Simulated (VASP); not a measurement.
# Mg2Zn3O5: single point with PBE

Mg2Zn3O5:

```
CELL_PARAMETERS angstrom
-0.00050 -3.04560 -0.00002
3.04517 0.00048 -0.00003
-1.52320 1.52336 10.73030
ATOMIC_POSITIONS crystal
Mg 0.30016 0.30018 0.60031
Mg 0.69982 0.69983 0.39969
Zn 0.89933 0.89934 0.79860
Zn 0.10067 0.10067 0.20140
Zn 0.50001 0.50001 0.00000
O 0.79869 0.79869 0.59736
O 0.20131 0.20130 0.40264
O 0.60127 0.60126 0.20259
O 0.00000 0.99999 0.00000
O 0.39872 0.39873 0.79741
```

* Program: VASP 6.6.1
* Task: single point
* Functional: PBE
* Potentials or basis: VASP PAW PBE potentials, release 64 (Mg, Zn, O)
* Cutoff: 520 eV
* k mesh: 4 × 4 × 4
* Occupations: gaussian, width 0.1 eV
* Spin: no spin polarisation
* Dipole correction: no
* Further INCAR settings: ALGO = Normal; EDIFF = 1e-07; NBANDS = 46

- Pressure: 0.3 GPa
- Largest force: 0.041 eV/Å
- Band gap on the k mesh: 1.55 eV (least direct gap 2.48 eV)

Forces in eV/Å, atoms in the order of the input:
```
Mg   0.000  0.000 -0.005
Mg   0.000  0.000  0.005
Zn   0.000  0.000 -0.007
Zn   0.000  0.000  0.007
Zn   0.000  0.000  0.000
O    0.000  0.000 -0.041
O    0.000  0.000  0.041
O    0.000  0.000  0.039
O    0.000  0.000  0.000
O    0.000  0.000 -0.040
```

Levels at points of the mesh, in eV from the valence-band top:
| k point | band 32 | band 33 | band 34 | band 35 | band 36 | band 37 | band 38 | band 39 |
| --- | --- | --- | --- | --- | --- | --- | --- | --- |
| (0.00, 0.00, 0.00) | -1.47 | -1.07 | -0.93 | -0.93 | 1.55 | 4.13 | 4.39 | 5.80 |
| (0.50, 0.00, 0.00) | -0.30 | -0.05 | -0.02 | 0.00 | 5.76 | 5.95 | 6.44 | 7.22 |
| (0.00, 0.50, 0.00) | -0.30 | -0.05 | -0.02 | 0.00 | 5.76 | 5.95 | 6.44 | 7.22 |
| (0.50, 0.50, 0.00) | -2.28 | -2.26 | -2.13 | -2.07 | 4.65 | 5.18 | 5.87 | 9.33 |
| (0.00, 0.00, 0.50) | -1.34 | -1.34 | -0.94 | -0.93 | 2.25 | 3.17 | 4.53 | 6.27 |
| (0.50, 0.00, 0.50) | -0.30 | -0.05 | -0.02 | 0.00 | 5.76 | 5.95 | 6.44 | 7.22 |
| (0.00, 0.50, 0.50) | -0.30 | -0.05 | -0.02 | 0.00 | 5.76 | 5.95 | 6.44 | 7.22 |
| (0.50, 0.50, 0.50) | -2.28 | -2.26 | -2.13 | -2.07 | 4.65 | 5.18 | 5.87 | 9.34 |

Run time: 110 s on 1 thread of Intel(R) Xeon(R) 6975P-C (Granite Rapids), on a shared host, peak memory 0.28 GiB.

Caveat: the k points lie up to 0.52 Å⁻¹ apart. A k mesh can miss the band edges.
